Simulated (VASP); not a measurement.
# NaCl: single point with PBE

The system is NaCl.

```xyz
2
Lattice="3.5022 0.0000 0.0000 0.0000 3.5022 0.0000 0.0000 0.0000 3.5022" Properties=species:S:1:pos:R:3 pbc="T T T"
Cl    1.7511    1.7511    1.7511
Na    0.0000    0.0000    0.0000
```

```
Program             : VASP 6.6.1
Task                : single point
Functional          : PBE
Potentials or basis : VASP PAW PBE potentials, release 64 (Cl, Na_pv)
Cutoff              : 520 eV
k mesh              : 8 × 8 × 8
Occupations         : gaussian, width 0.027 eV
Spin                : no spin polarisation
```

- Pressure: 0.1 GPa
- Band gap on the k mesh: 3.98 eV (least direct gap 4.47 eV)

Levels at points of the mesh, in eV from the valence-band top:
| k point | band 4 | band 5 | band 6 | band 7 | band 8 | band 9 | band 10 | band 11 |
| --- | --- | --- | --- | --- | --- | --- | --- | --- |
| (0.00, 0.00, 0.00) | -13.38 | -0.49 | -0.49 | -0.49 | 3.98 | 8.58 | 8.58 | 15.69 |
| (0.50, 0.00, 0.00) | -13.02 | -2.94 | -0.26 | -0.26 | 6.92 | 8.56 | 10.51 | 11.84 |
| (0.50, 0.50, 0.00) | -12.75 | -2.26 | -2.26 | 0.00 | 5.54 | 9.88 | 11.03 | 11.03 |
| (0.50, 0.50, 0.50) | -12.48 | -1.84 | -1.84 | -1.84 | 7.12 | 7.12 | 7.12 | 11.65 |

Run time: 31 s on 1 thread of AMD EPYC 7571 (shared host), peak memory 0.12 GiB.

A k mesh can miss the band edges.
